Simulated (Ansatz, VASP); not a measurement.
**Two plane-wave programs on H**

File INCAR:

```
SYSTEM = H
ALGO     = Normal         ! electronic algorithm
EDIFF    = 1E-6           ! SCF threshold, eV
ENCUT    = 520            ! plane-wave cutoff, eV
GGA      = PE             ! functional
ISIF     = 2              ! what is computed and relaxed
ISMEAR   = 0              ! smearing method
IVDW     = 12             ! dispersion correction
LASPH    = .TRUE.         ! aspherical terms in the spheres
LCHARG   = .TRUE.         ! write CHGCAR
LELF     = .TRUE.         ! ELF
LREAL    = .FALSE.        ! projectors in reciprocal space
LVHAR    = .TRUE.       
LWAVE    = .FALSE.        ! write WAVECAR
NBANDS   = 6              ! bands
NELM     = 60             ! most SCF steps
PREC     = Accurate       ! precision mode
SIGMA    = 0.05           ! smearing width, eV
```

Contents of KPOINTS:

```
k-points
0
G
  10 10 26
  0 0 0
```

The input POSCAR:

```
H
1.0
    2.6496387389      0.0000000000      0.0000000000
    0.0000000000      2.6496387389      0.0000000000
    0.0000000000      0.0000000000      1.0295175660
H
1
Direct
    0.0000000000      0.0000000000      0.5000000000
```

Input for Ansatz:

```yaml
crystal:
  lattice:
    - [2.6496387389, 0.0, 0.0]
    - [0.0, 2.6496387389, 0.0]
    - [0.0, 0.0, 1.029517566]
  atoms:
    - { symbol: H, position: [0.0, 0.0, 0.5] }
basis:
  ecutwfc: 420
kpoints:
  mp_grid: { grid: [10, 10, 26] }
hamiltonian:
  xc: pbe
  dispersion: d3bj
scf:
  occupations: { method: gaussian, width: 0.05 }
output:
  forces: true
  stress: true
  eigenvalues: true
```

Change from the starting cell: strain +0.000 along x and y, +0.050 along z, atoms carried along.

Alike in both runs: task single point; functional PBE; dispersion D3(BJ); k mesh 10 × 10 × 26; occupations gaussian, width 0.05 eV; no spin polarisation.

|  | VASP | Ansatz |
| --- | --- | --- |
| version | VASP 6.6.1 | Ansatz 0.2.0 |
| potentials or method | VASP PAW PBE potentials, release 64 (H), cutoff 520 eV | scalar-relativistic, plane waves, PAW |
| valence electrons in the cell | 1 | 1 |

|  | VASP | Ansatz | Ansatz less VASP |
| --- | --- | --- | --- |
| gap on the k mesh at the Fermi level (eV) | none | none | - |
| pressure (GPa) | -4.4 | -4.2 | +0.28 |
| traceless stress, the component that is largest in VASP (GPa) | -10.14 | -10.09 | +0.045 |

A gap of «none» marks a metal or a gap that the smearing closes.
